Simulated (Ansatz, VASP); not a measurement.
# One calculation of BeI5, two programs

```
Be I
1.0
     0.00000    4.86741    4.86741
     4.86741    0.00000    4.86741
     4.86741    4.86741    0.00000
Be I
1 5
Direct
  0.00000 0.00000 0.00000
  0.75000 0.75000 0.75000
  0.37589 0.37589 0.87233
  0.37589 0.87233 0.37589
  0.37589 0.37589 0.37589
  0.87233 0.37589 0.37589
```

Change from the starting cell: species swapped into the ZrCu5 type (F-43m, No. 216).

Alike in both runs: task relaxation of cell and atoms; functional PBE; k mesh 8 × 8 × 8; occupations gaussian, width 0.1 eV; no spin polarisation.

|  | VASP | Ansatz |
| --- | --- | --- |
| version | VASP 6.6.1 | Ansatz 0.2.0 |
| potentials or method | VASP PAW PBE potentials, release 64 (Be, I), cutoff 600 eV | scalar-relativistic, plane waves, PAW |
| valence electrons in the cell | 37 | 87 |

|  | VASP | Ansatz | Ansatz less VASP |
| --- | --- | --- | --- |
| gap on the k mesh at the Fermi level, each at its own relaxed structure (eV) | none | none | - |
| relaxed volume (Å³/atom) | 37.36 | 37.30 | -0.055 |
| relaxed length of the cell vector where the two differ most in proportion (Å) | 6.818 | 6.815 | -0.0033 |

A gap of «none» marks a metal or a gap that the smearing closes. VASP's potentials hold 37 valence electrons a cell and Ansatz's 87, so a difference there can come from the potentials and not from the codes.

Spin-orbit coupling is off throughout.
